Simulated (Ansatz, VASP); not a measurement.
# Al3Cu in VASP and in Ansatz

POSCAR

```
Al3Cu
1.0
   -2.7737808631      0.0000000000      0.0000000000
    0.0000000000     -2.7737808631      0.0000000000
    0.0000000000      0.0000000000     15.1837262208
Al Cu
6 2
Direct
    0.0000000000      1.0000000000      0.2500000000
    0.0000000000      1.0000000000      0.7500000000
    0.5000000000      0.5000000000      0.1113215004
    0.5000000000      0.5000000000      0.6113215004
    0.5000000000      0.5000000000      0.3886784996
    0.5000000000      0.5000000000      0.8886784996
    1.0000000000      0.0000000000      0.0000000000
    1.0000000000      0.0000000000      0.5000000000
```

INCAR.step1

```
  PREC = Accurate
  ENCUT = 520
  ISMEAR = 0
  SIGMA = 0.15
  LREAL = False
  LASPH = True
  NELM = 60
  NBANDS = 30
  GGA = PE
  ALGO = Normal
  EDIFF = 1E-4
  LWAVE = True
  LCHARG = False
```

INCAR.step2

```
  PREC = Accurate
  ENCUT = 520
  EDIFF = 1E-6
  ISMEAR = 0
  SIGMA = 0.15
  LREAL = False
  LASPH = True
  NELM = 60
  ALGO = Normal
  ISIF = 2
  LWAVE = False
  LCHARG = False
  METAGGA = R2SCAN
  LMIXTAU = True
  NBANDS = 30
  ISTART = 1
```

File KPOINTS:

```
regular mesh
0
Gamma
  17 17 3
```

Input for Ansatz:

```yaml
crystal:
  lattice:
    - [-2.7737808631, 0.0, 0.0]
    - [0.0, -2.7737808631, 0.0]
    - [0.0, 0.0, 15.1837262208]
  atoms:
    - { symbol: Al, position: [0.0, 1.0, 0.25] }
    - { symbol: Al, position: [0.0, 1.0, 0.75] }
    - { symbol: Al, position: [0.5, 0.5, 0.1113215004] }
    - { symbol: Al, position: [0.5, 0.5, 0.6113215004] }
    - { symbol: Al, position: [0.5, 0.5, 0.3886784996] }
    - { symbol: Al, position: [0.5, 0.5, 0.8886784996] }
    - { symbol: Cu, position: [1.0, 0.0, 0.0] }
    - { symbol: Cu, position: [1.0, 0.0, 0.5] }
basis:
  ecutwfc: 500
kpoints:
  mp_grid: { grid: [17, 17, 3] }
hamiltonian:
  xc: r2scan
scf:
  occupations: { method: gaussian, width: 0.15 }
output:
  forces: true
  stress: true
  eigenvalues: true
  write_density: true
  write_potential: true
  elf: true
  volumetric_format: npy
```

Alike in both runs: task single point; functional r2SCAN; k mesh 17 × 17 × 3; occupations gaussian, width 0.15 eV; no spin polarisation.

|  | VASP | Ansatz |
| --- | --- | --- |
| version | VASP 6.6.1 | Ansatz 0.2.0 |
| potentials or method | VASP PAW PBE potentials, release 64 (Al, Cu), cutoff 520 eV | scalar-relativistic, plane waves, PAW |
| valence electrons in the cell | 40 | 56 |

|  | VASP | Ansatz | Ansatz less VASP |
| --- | --- | --- | --- |
| gap on the k mesh at the Fermi level (eV) | none | none | - |
| pressure (GPa) | -0.2 | 0.0 | +0.20 |
| traceless stress, the component that is largest in VASP (GPa) | 0.35 | 0.36 | +0.003 |
| rms of the force components (eV/Å) | 0.008 | 0.001 | -0.0074 |

VASP's potentials were made for PBE, not for r2SCAN. Atom by atom the forces differ by 0.007 eV/Å (rms over components). A gap of «none» marks a metal or a gap that the smearing closes. VASP's potentials hold 40 valence electrons a cell and Ansatz's 56, so a difference there can come from the potentials and not from the codes.
